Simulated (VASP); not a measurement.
# SiO2 (I-42d) in VASP: notebook

The runs below take SiO2 through single point, with LDA.

Program: VASP 6.6.1. These are calculated values, not measurements. Logs are shortened: lines on timing, memory, paths and dates and some standing lists are left out, and cuts for length are marked.

### 1 The cell of the first run

It takes space group I-42d (No. 122, tetragonal). Conventional cell: a = 4.748 Å, b = 4.748 Å, c = 7.488 Å, α = 90.00°, β = 90.00°, γ = 90.00°. Si (site symmetry -4) has 4 O at 1.62 Å within 2.2 Å. O (site symmetry 2) has 2 Si at 1.62 Å within 2.2 Å.

### 2 Single point, LDA

Input file INCAR:

```
SYSTEM = SiO2
PREC = Accurate ; ENCUT = 520
EDIFF = 1E-6 ; ISMEAR = 0
SIGMA = 0.1 ; LREAL = .FALSE.
LASPH = .TRUE. ; NELM = 60
ALGO = Normal ; ISIF = 2
LWAVE = .FALSE. ; LCHARG = .TRUE.
GGA = CA ; LELF = .TRUE.
LVHAR = .TRUE. ; NBANDS = 25
```

Input file KPOINTS:

```
regular mesh
0
G
  6 6 6
  0 0 0
```

Input file POSCAR:

```
SiO2
1.0
   -2.3740500000      2.3740500000      3.7440000000
    2.3740500000     -2.3740500000      3.7440000000
    2.3740500000      2.3740500000     -3.7440000000
Si O
2 4
Direct
    0.0000000000      0.0000000000      0.0000000000
    0.7500000000      0.2500000000      0.5000000000
    0.9983800000      0.6250000000      0.8733800000
    0.3750000000      0.2483800000      0.3733800000
    0.7516200000      0.1250000000      0.1266200000
    0.8750000000      0.0016200000      0.6266200000
```

Potentials or basis: VASP PAW LDA potentials, release 64 (Si, O).

The run is started by

```console
> cat potpaw_LDA.64/Si/POTCAR potpaw_LDA.64/O/POTCAR > POTCAR
> mpirun -np 1 vasp_std > vasp.out
```

OUTCAR:

```text
SYSTEM = SiO2
   PREC = Accurate
   ENCUT = 520
   EDIFF = 1E-6
   ISMEAR = 0
   LREAL = .FALSE.
   LASPH = .TRUE.
   NELM = 60
   ISIF = 2
   GGA = CA

 ion  position               nearest neighbor table
   1  0.000  0.000  0.000-   3 1.62   4 1.62   5 1.62   6 1.62   2 3.02   2 3.02   2 3.02   2 3.02

   2  0.750  0.250  0.500-   3 1.62   4 1.62   5 1.62   6 1.62   1 3.02   1 3.02   1 3.02   1 3.02

   3  0.998  0.625  0.873-   1 1.62   2 1.62
   4  0.375  0.248  0.373-   1 1.62   2 1.62
   5  0.752  0.125  0.127-   1 1.62   2 1.62
   6  0.875  0.002  0.627-   1 1.62   2 1.62

  LATTYP: Found a body centered tetragonal cell.
 ALAT       =     4.7481000000
 C/A-ratio  =     1.5770518734

  Lattice vectors:

 A1 = (  -2.3740500000,   2.3740500000,   3.7440000000)
 A2 = (   2.3740500000,  -2.3740500000,   3.7440000000)
 A3 = (   2.3740500000,   2.3740500000,  -3.7440000000)

Analysis of symmetry for initial positions (statically):
=====================================================================
 Subroutine PRICEL returns:
 Original cell was already a primitive cell.

 Routine SETGRP: Setting up the symmetry group for a
 body centered tetragonal supercell.

 Subroutine GETGRP returns: Found  8 space group operations
 (whereof  4 operations were pure point group operations)
 out of a pool of 16 trial point group operations.

The static configuration has the point symmetry S_4 .
 The point group associated with its full space group is D_2d.

Analysis of symmetry for dynamics (positions and initial velocities):
=====================================================================
 Subroutine PRICEL returns:
 Original cell was already a primitive cell.

 Routine SETGRP: Setting up the symmetry group for a
 body centered tetragonal supercell.

 Subroutine GETGRP returns: Found  8 space group operations
 (whereof  4 operations were pure point group operations)
 out of a pool of 16 trial point group operations.

The dynamic configuration has the point symmetry S_4 .
 The point group associated with its full space group is D_2d.

 Subroutine INISYM returns: Found  8 space group operations
 (whereof  4 operations are pure point group operations),
 and found     1 'primitive' translations

----------------------------------------------------------------------------------------

                                     Primitive cell

  volume of cell :      84.4064

  direct lattice vectors                    reciprocal lattice vectors
    -2.374050000  2.374050000  3.744000000     0.000000000  0.210610560  0.133547009
     2.374050000 -2.374050000  3.744000000     0.210610560  0.000000000  0.133547009
     2.374050000  2.374050000 -3.744000000     0.210610560  0.210610560  0.000000000

  length of vectors
     5.028892801  5.028892801  5.028892801     0.249382460  0.249382460  0.297848310

  position of ions in fractional coordinates (direct lattice)
     0.000000000  0.000000000  0.000000000
     0.750000000  0.250000000  0.500000000
     0.998380000  0.625000000  0.873380000
     0.375000000  0.248380000  0.373380000
     0.751620000  0.125000000  0.126620000
     0.875000000  0.001620000  0.626620000

  ion indices of the primitive-cell ions
   primitive index   ion index
                 1           1
                 2           2
                 3           3
                 4           4
                 5           5
                 6           6

----------------------------------------------------------------------------------------

 KPOINTS: regular mesh

Automatic generation of k-mesh.
 Grid dimensions read from file:
 generate k-points for:    6    6    6

 Generating k-lattice:

  Cartesian coordinates                     Fractional coordinates (reciprocal lattice)
     0.000000000  0.035101760  0.022257835     0.166666667  0.000000000  0.000000000
     0.035101760  0.000000000  0.022257835     0.000000000  0.166666667  0.000000000
     0.035101760  0.035101760  0.000000000     0.000000000  0.000000000  0.166666667

  Length of vectors
     0.041563743  0.041563743  0.049641385

  Shift w.r.t. Gamma in fractional coordinates (k-lattice)
     0.000000000  0.000000000  0.000000000

 Subroutine IBZKPT returns following result:
 ===========================================

 Found     30 irreducible k-points:

 Following reciprocal coordinates:
            Coordinates               Weight
  0.000000  0.000000  0.000000      1.000000
  0.166667  0.000000  0.000000      8.000000
  0.333333 -0.000000  0.000000      8.000000
  0.500000  0.000000  0.000000      4.000000
  0.166667  0.166667  0.000000      8.000000
  0.333333  0.166667  0.000000     16.000000
[... 16 lines left out ...]
 -0.333333 -0.333333  0.166667      8.000000
 -0.166667 -0.333333  0.166667      8.000000
 [... further k-points ...]
   k-points           NKPTS =     30   k-points in BZ     NKDIM =     30   number of bands    NBANDS=     25
   number of dos      NEDOS =    301   number of ions     NIONS =      6
   total plane-waves  NPLWV =  64000
   dimension x,y,z NGX =    40 NGY =   40 NGZ =   40
   dimension x,y,z NGXF=    80 NGYF=   80 NGZF=   80
   ions per type =               2   4
   NGX,Y,Z   is equivalent  to a cutoff of  13.22, 13.22, 13.22 a.u.
   NGXF,Y,Z  is equivalent  to a cutoff of  26.45, 26.45, 26.45 a.u.
 SYSTEM =  SiO2
   PREC   = accura    normal or accurate (medium, high low for compatibility)
   ISTART =      0    job   : 0-new  1-cont  2-samecut
   ICHARG =      2    charge: 1-file 2-atom 10-const
   ISPIN  =      1    spin polarized calculation?
   LNONCOLLINEAR =      F non collinear calculations
   LSORBIT =      F    spin-orbit coupling
   LASPH  =      T    aspherical Exc in radial PAW
   ENCUT  =  520.0 eV  38.22 Ry    6.18 a.u.   9.35  9.35  9.35*2*pi/ulx,y,z
   NELM   =     60;   NELMIN=  2; NELMDL= -5     # of ELM steps
   EDIFF  = 0.1E-05   stopping-criterion for ELM
   LREAL  =      F    real-space projection
[... 7 lines left out ...]
   TEBEG  =    0.0;   TEEND  =   0.0 temperature during run
   PSTRESS=    0.0 pullay stress
   NELECT =      32.0000    total number of electrons
   NUPDOWN=      -1.0000    fix difference up-down
   EMIN   =  10.00;   EMAX   =-10.00  energy-range for DOS
   EFERMI =   0.00;   METHOD = LEGACY
   ISMEAR =     0;   SIGMA  =   0.10  broadening in eV -4-tet -1-fermi 0-gaus
   EFERMI_NEDOS =   21; number of points for ismear=-14 and -15
   IALGO  =     38    algorithm
   IMIX   =      4    mixing-type and parameters
     AMIX     =   0.40;   BMIX     =  1.00
     AMIX_MAG =   1.60;   BMIX_MAG =  1.00
  volume/ion in A,a.u.               =      14.07        94.93
  Fermi-wavevector in a.u.,A,eV,Ry     =   1.184858  2.239057 19.101062  1.403888
  Thomas-Fermi vector in A             =   2.321064
   LORBIT       =      0    0 simple, 1 ext, 2 COOP (PROOUT), +10 PAW based schemes
   GGA     = CA    functional components
   LHFCALC =     F    Hartree Fock is set to
   AEXX    =    0.0000 exact exchange contribution
   IVDW    =     0    specifies the selected vdW correction
   LEPSILON=     F    determine dielectric tensor
   LRPA    =     F    only Hartree local field effects (RPA)
 non-spin polarized calculation
 Gauss-broadening in eV      SIGMA  =   0.10
  energy-cutoff  :      520.00
  volume of cell :       84.41
 maximum number of plane-waves:      2317
 NGX is ok and might be reduce to    40
   NGX = 19   NGY = 19   NGZ = 19

 number of electron      32.0000013 magnetization

 Free energy of the ion-electron system (eV)
  ---------------------------------------------------
  ext. energy  EPLUGINS =         0.00000000
  ---------------------------------------------------
  free energy    TOTEN  =       -51.82313010 eV

  energy without entropy =      -51.82313010  energy(sigma->0) =      -51.82313010

 E-fermi :   0.0690     XC(G=0):  -9.1268

 val. band max:       -0.3764647668   @ k =   0.0000   0.0000   0.0000
 cond. band min:       5.4405507158   @ k =   0.0000   0.0000   0.0000
 fundamental gap:      5.8170154826
 Fermi energy:         0.0690162945

 k-point     1 :       0.0000    0.0000    0.0000
  band No.  band energies     occupation
      1     -19.2365      2.00000
      2     -17.0455      2.00000
      3     -17.0237      2.00000
      4     -17.0237      2.00000
      5      -9.2171      2.00000
      6      -5.6938      2.00000
[... 17 lines left out ...]
     24      13.0194      0.00000
     25      13.4058      0.00000

 k-point     2 :       0.1667    0.0000    0.0000
  band No.  band energies     occupation
      1     -19.1472      2.00000
      2     -17.1808      2.00000
      3     -17.0498      2.00000
      4     -17.0241      2.00000
      5      -9.0161      2.00000
      6      -5.7732      2.00000
[... 17 lines left out ...]
     24      12.7391      0.00000
     25      13.2452      0.00000

 k-point     3 :       0.3333   -0.0000    0.0000
  band No.  band energies     occupation
      1     -18.9208      2.00000
      2     -17.5201      2.00000
      3     -17.0669      2.00000
      4     -17.0346      2.00000
      5      -8.5600      2.00000
      6      -6.0113      2.00000
[... 17 lines left out ...]
     24      12.3398      0.00000
     25      13.5143      0.00000

 k-point     4 :       0.5000    0.0000    0.0000
  band No.  band energies     occupation
      1     -18.7584      2.00000
      2     -17.7368      2.00000
      3     -17.0726      2.00000
      4     -17.0425      2.00000
      5      -8.2850      2.00000
      6      -6.1725      2.00000
[... 17 lines left out ...]
     24      12.4452      0.00000
     25      13.1660      0.00000
[... 477 lines left out ...]
 k-point    22 :      -0.1667    0.5000    0.1667
  band No.  band energies     occupation
      1     -18.7031      2.00000
      2     -17.8065      2.00000
      3     -17.0820      2.00000
      4     -17.0438      2.00000
      5      -8.1100      2.00000
      6      -6.3195      2.00000
[... 17 lines left out ...]
     24      12.6505      0.00000
     25      13.2493      0.00000

 k-point    23 :      -0.3333   -0.3333    0.1667
  band No.  band energies     occupation
      1     -18.7147      2.00000
      2     -17.7946      2.00000
      3     -17.0672      2.00000
      4     -17.0603      2.00000
      5      -8.0631      2.00000
      6      -6.3791      2.00000
[... 17 lines left out ...]
     24      12.8511      0.00000
     25      13.2514      0.00000

 k-point    24 :      -0.1667   -0.3333    0.1667
  band No.  band energies     occupation
      1     -18.9330      2.00000
      2     -17.5166      2.00000
      3     -17.0536      2.00000
      4     -17.0421      2.00000
      5      -8.5079      2.00000
      6      -5.9800      2.00000
[... 17 lines left out ...]
     24      12.9045      0.00000
     25      13.4353      0.00000

 [... further k-points ...]
[... 5 lines left out ...]
  --------------------------------------------------------------------------------------
  -------------------------------------------------------------------------------------
  Total       -0.9013360     -0.9013360     -1.9098999      0.0000000     -0.0000000      0.0000000
  in kB      -17.1088865    -17.1088865    -36.2531411      0.0000000     -0.0000000      0.0000000
  external PRESSURE =     -23.4903047 kB  Pullay stress =       0.0000000 kB

 VOLUME and BASIS-vectors are now :
 -----------------------------------------------------------------------------
  energy-cutoff  :      520.00
  volume of cell :       84.41
      direct lattice vectors                 reciprocal lattice vectors
    -2.374050000  2.374050000  3.744000000     0.000000000  0.210610560  0.133547009
     2.374050000 -2.374050000  3.744000000     0.210610560  0.000000000  0.133547009
     2.374050000  2.374050000 -3.744000000     0.210610560  0.210610560  0.000000000

 POSITION                                       TOTAL-FORCE (eV/Angst)
 -----------------------------------------------------------------------------------
      0.00000      0.00000      0.00000         0.000000      0.000000     -0.000000
      0.00000      2.37405      1.87200        -0.000000      0.000000     -0.000000
      1.18702      2.95987      2.80800         0.000000     -0.252393      0.000000
      0.58582      1.18702      0.93600        -0.252393      0.000000      0.000000
     -1.18702      1.78823      2.80800        -0.000000      0.252393     -0.000000
     -0.58582      3.56107      0.93600         0.252393     -0.000000     -0.000000
 -----------------------------------------------------------------------------------
    total drift:                                0.000002      0.000002      0.000003

  FREE ENERGIE OF THE ION-ELECTRON SYSTEM (eV)
  ---------------------------------------------------
  free  energy   TOTEN  =       -51.8231301045 eV

  energy  without entropy=      -51.8231301045  energy(sigma->0) =      -51.82313010
```

It took 30 s on 1 thread of Intel Xeon 6975P-C (Granite Rapids), shared host; peak memory 0.2 GiB.

What came out:

```yaml
Free_energy: -51.8231 eV
Pressure: -2.3 GPa
Largest_force: 0.252 eV/Å
Band_gap_on_the_k_mesh: 5.82 eV, direct
```

Forces on the atoms (eV/Å):
```
Si   0.000  0.000  0.000
Si   0.000  0.000  0.000
O    0.000 -0.252  0.000
O   -0.252  0.000  0.000
O    0.000  0.252  0.000
O    0.252  0.000  0.000
```

Levels at points of the mesh, in eV from the valence-band top:
| k point | band 12 | band 13 | band 14 | band 15 | band 16 | band 17 | band 18 | band 19 | band 20 | band 21 |
| --- | --- | --- | --- | --- | --- | --- | --- | --- | --- | --- |
| (0.00, 0.00, 0.00) | -1.37 | -1.34 | -1.02 | 0.00 | 0.00 | 5.82 | 8.42 | 11.06 | 11.06 | 11.16 |
| (0.50, 0.00, 0.00) | -1.47 | -1.28 | -0.68 | -0.28 | -0.18 | 8.20 | 8.94 | 9.76 | 9.98 | 10.92 |
| (0.50, 0.50, 0.00) | -1.91 | -0.75 | -0.75 | -0.23 | -0.23 | 9.24 | 9.24 | 9.92 | 9.92 | 11.06 |
| (0.50, 0.50, 0.50) | -1.95 | -1.50 | -1.50 | -0.11 | -0.11 | 8.78 | 8.78 | 9.45 | 9.45 | 12.01 |

A k mesh can miss the band edges. Expect the measured gap to be larger: semilocal functionals such as LDA lack the derivative discontinuity.

[end of part 1 of 2]
